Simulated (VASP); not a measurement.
# AlNi (Pm-3m) in VASP: settings compared

AlNi is run at these levels: PBEsol+U, LDA, PBEsol; tasks: single point, vibrations by perturbation theory, elastic constants.

All numbers are computed with VASP 6.6.1; they aren't measurements. Logs are shortened: lines on timing, memory, paths and dates and some standing lists are left out, and cuts for length are marked.

## (1) The cell of the first run

Symmetry: Pm-3m, No. 221, cubic system. Conventional cell: a = 2.881 Å, b = 2.881 Å, c = 2.881 Å, α = 90.00°, β = 90.00°, γ = 90.00°. Ni (site symmetry m-3m) has 8 Al at 2.50 Å and 6 Ni at 2.88 Å within 3.3 Å. Al (site symmetry m-3m) has 8 Ni at 2.50 Å and 6 Al at 2.88 Å within 3.3 Å.

## (2) Single point, PBEsol+U, collinear spin, ferromagnetic start

The input, INCAR:

```
PREC = Accurate ; ENCUT = 520
EDIFF = 1E-7 ; ISMEAR = 1
SIGMA = 0.2 ; LREAL = F
LASPH = T ; NELM = 150
ALGO = Normal ; ISIF = 2
LWAVE = F ; LCHARG = T
ISPIN = 2 ; MAGMOM = 1 0
LORBIT = 11 ; LMAXMIX = 4
LDAU = T ; LDAUTYPE = 2
LDAUL = 2 -1 ; LDAUU = 7 0
LDAUJ = 0 0 ; LDAUPRINT = 1
GGA = PS ; LELF = T
LVHAR = T ; NBANDS = 18
```

The input, KPOINTS:

```
Automatic mesh
0
Gamma
  9 9 9
```

The input, POSCAR:

```
AlNi
1.0
    2.8810000000      0.0000000000      0.0000000000
    0.0000000000      2.8810000000      0.0000000000
    0.0000000000      0.0000000000      2.8810000000
Ni Al
1 1
Direct
    0.5000000000      0.5000000000      0.5000000000
    0.0000000000      0.0000000000      0.0000000000
```

Potentials or basis: VASP PAW PBE potentials, release 64 (Ni, Al).

Command:

```
cat potpaw_PBE.64/Ni/POTCAR potpaw_PBE.64/Al/POTCAR > POTCAR
mpirun -np 1 vasp_std > vasp.out
```

OUTCAR:

```text
PREC = Accurate
   ENCUT = 520
   EDIFF = 1E-7
   ISMEAR = 1
   LREAL = F
   LASPH = T
   NELM = 150
   ISIF = 2
   ISPIN = 2
   LORBIT = 11
   GGA = PS

 ion  position               nearest neighbor table
   1  0.500  0.500  0.500-   2 2.50   2 2.50   2 2.50   2 2.50   2 2.50   2 2.50   2 2.50   2 2.50

   2  0.000  0.000  0.000-   1 2.50   1 2.50   1 2.50   1 2.50   1 2.50   1 2.50   1 2.50   1 2.50

  LATTYP: Found a simple cubic cell.
 ALAT       =     2.8810000000

  Lattice vectors:

 A1 = (   2.8810000000,   0.0000000000,   0.0000000000)
 A2 = (   0.0000000000,   2.8810000000,   0.0000000000)
 A3 = (   0.0000000000,   0.0000000000,   2.8810000000)

Analysis of symmetry for initial positions (statically):
=====================================================================
 Subroutine PRICEL returns:
 Original cell was already a primitive cell.

 Routine SETGRP: Setting up the symmetry group for a
 simple cubic supercell.

 Subroutine GETGRP returns: Found 48 space group operations
 (whereof 48 operations were pure point group operations)
 out of a pool of 48 trial point group operations.

The static configuration has the point symmetry O_h .

Analysis of symmetry for dynamics (positions and initial velocities):
=====================================================================
 Subroutine PRICEL returns:
 Original cell was already a primitive cell.

 Routine SETGRP: Setting up the symmetry group for a
 simple cubic supercell.

 Subroutine GETGRP returns: Found 48 space group operations
 (whereof 48 operations were pure point group operations)
 out of a pool of 48 trial point group operations.

The dynamic configuration has the point symmetry O_h .

Analysis of structural, dynamic, and magnetic symmetry:
=====================================================================
 Subroutine PRICEL returns:
 Original cell was already a primitive cell.

 Routine SETGRP: Setting up the symmetry group for a
 simple cubic supercell.

 Subroutine GETGRP returns: Found 48 space group operations
 (whereof 48 operations were pure point group operations)
 out of a pool of 48 trial point group operations.

The overall configuration has the point symmetry O_h .

 Subroutine INISYM returns: Found 48 space group operations
 (whereof 48 operations are pure point group operations),
 and found     1 'primitive' translations

----------------------------------------------------------------------------------------

                                     Primitive cell

  volume of cell :      23.9128

  direct lattice vectors                    reciprocal lattice vectors
     2.881000000  0.000000000  0.000000000     0.347101701  0.000000000  0.000000000
     0.000000000  2.881000000  0.000000000     0.000000000  0.347101701  0.000000000
     0.000000000  0.000000000  2.881000000     0.000000000  0.000000000  0.347101701

  length of vectors
     2.881000000  2.881000000  2.881000000     0.347101701  0.347101701  0.347101701

  position of ions in fractional coordinates (direct lattice)
     0.500000000  0.500000000  0.500000000
     0.000000000  0.000000000  0.000000000

  ion indices of the primitive-cell ions
   primitive index   ion index
                 1           1
                 2           2

----------------------------------------------------------------------------------------

 KPOINTS: Automatic mesh

Automatic generation of k-mesh.
 Grid dimensions read from file:
 generate k-points for:    9    9    9

 Generating k-lattice:

  Cartesian coordinates                     Fractional coordinates (reciprocal lattice)
     0.038566856  0.000000000  0.000000000     0.111111111  0.000000000  0.000000000
     0.000000000  0.038566856  0.000000000     0.000000000  0.111111111  0.000000000
     0.000000000  0.000000000  0.038566856     0.000000000  0.000000000  0.111111111

  Length of vectors
     0.038566856  0.038566856  0.038566856

  Shift w.r.t. Gamma in fractional coordinates (k-lattice)
     0.000000000  0.000000000  0.000000000

 Subroutine IBZKPT returns following result:
 ===========================================

 Found     35 irreducible k-points:

 Following reciprocal coordinates:
            Coordinates               Weight
  0.000000  0.000000  0.000000      1.000000
  0.111111  0.000000  0.000000      6.000000
  0.222222  0.000000  0.000000      6.000000
  0.333333  0.000000  0.000000      6.000000
  0.444444  0.000000  0.000000      6.000000
  0.111111  0.111111  0.000000     12.000000
[... 16 lines left out ...]
  0.333333  0.333333  0.111111     24.000000
  0.444444  0.333333  0.111111     48.000000
 [... further k-points ...]
   k-points           NKPTS =     35   k-points in BZ     NKDIM =     35   number of bands    NBANDS=     18
   number of dos      NEDOS =    301   number of ions     NIONS =      2
   total plane-waves  NPLWV =  13824
   dimension x,y,z NGX =    24 NGY =   24 NGZ =   24
   dimension x,y,z NGXF=    48 NGYF=   48 NGZF=   48
   ions per type =               1   1
   NGX,Y,Z   is equivalent  to a cutoff of  13.85, 13.85, 13.85 a.u.
   NGXF,Y,Z  is equivalent  to a cutoff of  27.70, 27.70, 27.70 a.u.
 SYSTEM =  unknown system
   PREC   = accura    normal or accurate (medium, high low for compatibility)
   ISTART =      0    job   : 0-new  1-cont  2-samecut
   ICHARG =      2    charge: 1-file 2-atom 10-const
   ISPIN  =      2    spin polarized calculation?
   LNONCOLLINEAR =      F non collinear calculations
   LSORBIT =      F    spin-orbit coupling
   LASPH  =      T    aspherical Exc in radial PAW
   ENCUT  =  520.0 eV  38.22 Ry    6.18 a.u.   5.36  5.36  5.36*2*pi/ulx,y,z
   NELM   =    150;   NELMIN=  2; NELMDL= -5     # of ELM steps
   EDIFF  = 0.1E-06   stopping-criterion for ELM
   LREAL  =      F    real-space projection
   EDIFFG = 0.1E-05   stopping-criterion for IOM
   NSW    =      0    number of steps for IOM
   IBRION =     -1    ionic relax: 0-MD 1-quasi-New 2-CG
   NFREE  =      0    steps in history (QN), initial steepest desc. (CG)
   ISIF   =      2    stress and relaxation
   ISYM   =      2    0-nonsym 1-usesym 2-fastsym
   POTIM  = 0.5000    time-step for ionic-motion
   TEBEG  =    0.0;   TEEND  =   0.0 temperature during run
   PSTRESS=    0.0 pullay stress
   NELECT =      13.0000    total number of electrons
   NUPDOWN=      -1.0000    fix difference up-down
   EMIN   =  10.00;   EMAX   =-10.00  energy-range for DOS
   EFERMI =   0.00;   METHOD = LEGACY
   ISMEAR =     1;   SIGMA  =   0.20  broadening in eV -4-tet -1-fermi 0-gaus
   EFERMI_NEDOS =   21; number of points for ismear=-14 and -15
   IALGO  =     38    algorithm
   IMIX   =      4    mixing-type and parameters
     AMIX     =   0.40;   BMIX     =  1.00
     AMIX_MAG =   1.60;   BMIX_MAG =  1.00
  volume/ion in A,a.u.               =      11.96        80.69
  Fermi-wavevector in a.u.,A,eV,Ry     =   1.336122  2.524904 24.289410  1.785221
  Thomas-Fermi vector in A             =   2.464773
   LORBIT       =     11    0 simple, 1 ext, 2 COOP (PROOUT), +10 PAW based schemes
 LDA+U is selected, type is set to LDAUTYPE =  2
   angular momentum for each species LDAUL =     2   -1
   U (eV)           for each species LDAUU =   7.0  0.0
   J (eV)           for each species LDAUJ =   0.0  0.0
   GGA     = PS    functional components
   LHFCALC =     F    Hartree Fock is set to
   AEXX    =    0.0000 exact exchange contribution
   IVDW    =     0    specifies the selected vdW correction
   LEPSILON=     F    determine dielectric tensor
   LRPA    =     F    only Hartree local field effects (RPA)
 spin polarized calculation
 Methfessel and Paxton  Order N= 1 SIGMA  =   0.20
  energy-cutoff  :      520.00
  volume of cell :       23.91
 maximum number of plane-waves:       656
 NGX is ok and might be reduce to    24
   NGX = 11   NGY = 11   NGZ = 11

 number of electron      13.0000015 magnetization       0.0001674

atom =   1  type =  1  l = 2

 onsite density matrix

spin component  1

  0.8931 -0.0000  0.0000 -0.0000  0.0000
 -0.0000  0.8931 -0.0000 -0.0000 -0.0000
  0.0000 -0.0000  0.8899 -0.0000 -0.0000
 -0.0000 -0.0000 -0.0000  0.8931  0.0000
  0.0000 -0.0000 -0.0000  0.0000  0.8899

spin component  2

  0.8931 -0.0000  0.0000 -0.0000  0.0000
 -0.0000  0.8931 -0.0000 -0.0000 -0.0000
  0.0000 -0.0000  0.8900 -0.0000 -0.0000
 -0.0000 -0.0000 -0.0000  0.8931  0.0000
  0.0000 -0.0000 -0.0000  0.0000  0.8900

 occupancies and eigenvectors

  o =  0.8899  v =  0.0000 -0.0000  0.9992 -0.0000  0.0394  0.0000  0.0000  0.0000  0.0000  0.0000      0.0000  0.0000  0.0000  0.0000  0.0000  0.0000  0.0000  0.0000  0.0000  0.0000
  o =  0.8899  v =  0.0000  0.0000  0.0394 -0.0000 -0.9992  0.0000  0.0000  0.0000  0.0000  0.0000      0.0000  0.0000  0.0000  0.0000  0.0000  0.0000  0.0000  0.0000  0.0000  0.0000
  o =  0.8900  v =  0.0000  0.0000  0.0000  0.0000  0.0000  0.0000  0.0000 -1.0000  0.0000 -0.0073      0.0000  0.0000  0.0000  0.0000  0.0000  0.0000  0.0000  0.0000  0.0000  0.0000
  o =  0.8900  v =  0.0000  0.0000  0.0000  0.0000  0.0000  0.0000  0.0000 -0.0073 -0.0000  1.0000      0.0000  0.0000  0.0000  0.0000  0.0000  0.0000  0.0000  0.0000  0.0000  0.0000
  o =  0.8931  v =  0.0000 -0.9038 -0.0000  0.4280 -0.0000  0.0000  0.0000  0.0000  0.0000  0.0000      0.0000  0.0000  0.0000  0.0000  0.0000  0.0000  0.0000  0.0000  0.0000  0.0000
  o =  0.8931  v =  0.0000  0.4280  0.0000  0.9038 -0.0000  0.0000  0.0000  0.0000  0.0000  0.0000      0.0000  0.0000  0.0000  0.0000  0.0000  0.0000  0.0000  0.0000  0.0000  0.0000
  o =  0.8931  v =  1.0000  0.0000  0.0000  0.0000  0.0000  0.0000  0.0000  0.0000  0.0000  0.0000      0.0000  0.0000  0.0000  0.0000  0.0000  0.0000  0.0000  0.0000  0.0000  0.0000
  o =  0.8931  v =  0.0000  0.0000  0.0000  0.0000  0.0000  0.0000 -0.9035 -0.0000 -0.4286  0.0000      0.0000  0.0000  0.0000  0.0000  0.0000  0.0000  0.0000  0.0000  0.0000  0.0000
  o =  0.8931  v =  0.0000  0.0000  0.0000  0.0000  0.0000  1.0000  0.0000  0.0000  0.0000  0.0000      0.0000  0.0000  0.0000  0.0000  0.0000  0.0000  0.0000  0.0000  0.0000  0.0000
  o =  0.8931  v =  0.0000  0.0000  0.0000  0.0000  0.0000  0.0000  0.4286 -0.0000 -0.9035 -0.0000      0.0000  0.0000  0.0000  0.0000  0.0000  0.0000  0.0000  0.0000  0.0000  0.0000

 number of electron      13.0000015 magnetization      -0.0000811

 Free energy of the ion-electron system (eV)
  ---------------------------------------------------
  ext. energy  EPLUGINS =         0.00000000
  ---------------------------------------------------
  free energy    TOTEN  =        -7.61920732 eV

  energy without entropy =       -7.61849610  energy(sigma->0) =       -7.61897025

 E-fermi :   9.2501     XC(G=0): -12.0969

 val. band max:        9.2286648346   @ k =   0.3333   0.1111   0.1111
 cond. band min:       9.2584150068   @ k =   0.4444   0.4444   0.3333
 fundamental gap:      0.0297501722
 Fermi energy:         9.2500943466

 spin component 1

 k-point     1 :       0.0000    0.0000    0.0000
  band No.  band energies     occupation
      1      -1.2683      1.00000
      2       5.3489      1.00000
      3       5.3489      1.00000
      4       6.9684      1.00000
      5       6.9684      1.00000
      6       6.9684      1.00000
[... 10 lines left out ...]
     17      33.2247      0.00000
     18      33.2247      0.00000
[... 466 lines left out ...]
      2       4.8882      1.00000
      3       5.8647      1.00000
      4       6.1837      1.00000
      5       6.6983      1.00000
      6       7.1066      1.00000
[... 10 lines left out ...]
     17      32.0886      0.00000
     18      35.4111      0.00000

 [... further k-points ...]

 spin component 2

 k-point     1 :       0.0000    0.0000    0.0000
  band No.  band energies     occupation
      1      -1.2683      1.00000
      2       5.3486      1.00000
      3       5.3486      1.00000
      4       6.9684      1.00000
      5       6.9684      1.00000
      6       6.9684      1.00000
[... 10 lines left out ...]
     17      33.2247      0.00000
     18      33.2247      0.00000
[... 466 lines left out ...]
      2       4.8881      1.00000
      3       5.8647      1.00000
      4       6.1835      1.00000
      5       6.6982      1.00000
      6       7.1064      1.00000
[... 10 lines left out ...]
     17      32.0886      0.00000
     18      35.4110      0.00000

 [... further k-points ...]

------------------------ aborting loop because EDIFF is reached ----------------------------------------

  FORCE on cell =-STRESS in cart. coord.  units (eV):
  Direction    XX          YY          ZZ          XY          YZ          ZX
  --------------------------------------------------------------------------------------
  -------------------------------------------------------------------------------------
  Total       -1.8155291     -1.8155291     -1.8155291      0.0000000      0.0000000     -0.0000000
  in kB     -121.6421334   -121.6421334   -121.6421334      0.0000000      0.0000000     -0.0000000
  external PRESSURE =    -121.6421334 kB  Pullay stress =       0.0000000 kB

 VOLUME and BASIS-vectors are now :
 -----------------------------------------------------------------------------
  energy-cutoff  :      520.00
  volume of cell :       23.91
      direct lattice vectors                 reciprocal lattice vectors
     2.881000000  0.000000000  0.000000000     0.347101701  0.000000000  0.000000000
     0.000000000  2.881000000  0.000000000     0.000000000  0.347101701  0.000000000
     0.000000000  0.000000000  2.881000000     0.000000000  0.000000000  0.347101701

 POSITION                                       TOTAL-FORCE (eV/Angst)
 -----------------------------------------------------------------------------------
      1.44050      1.44050      1.44050         0.000000      0.000000      0.000000
      0.00000      0.00000      0.00000         0.000000      0.000000      0.000000
 -----------------------------------------------------------------------------------
    total drift:                                0.000000      0.000000     -0.000000

  FREE ENERGIE OF THE ION-ELECTRON SYSTEM (eV)
  ---------------------------------------------------
  free  energy   TOTEN  =        -7.6192073246 eV

  energy  without entropy=       -7.6184961025  energy(sigma->0) =       -7.61897025

 total charge

# of ion       s       p       d       tot
------------------------------------------
    1        0.443   0.464   8.878   9.785
    2        0.383   0.391   0.000   0.775
--------------------------------------------------
tot          0.827   0.855   8.878  10.560

 magnetization (x)

# of ion       s       p       d       tot
------------------------------------------
    1       -0.000  -0.000  -0.000  -0.000
    2       -0.000  -0.000   0.000  -0.000
--------------------------------------------------
tot         -0.000  -0.000  -0.000  -0.000
```

Run time: 17 s. Hardware: 1 thread of Intel Xeon Platinum 8488C (Sapphire Rapids), shared host; peak memory 0.16 GiB.

What came out:

```
Free energy                                           : -7.6192 eV
Pressure                                              : -12.2 GPa
Net moment                                            : 0.00 μB per cell
Valence electrons inside the program's atomic spheres : Ni 9.79; Al 0.78
```

Eigenvalues of the final occupation matrices:
| site | spin | trace | eigenvalues |
| --- | --- | --- | --- |
| site 1 d | 1 | 4.46 | 0.89 0.89 0.89 0.89 0.89 |
| site 1 d | 2 | 4.46 | 0.89 0.89 0.89 0.89 0.89 |

Caveat: the PAW data sets were made with another functional, which shifts forces and pressure a little; the U is typed as a test and isn't derived for this compound.

[end of part 1 of 2]
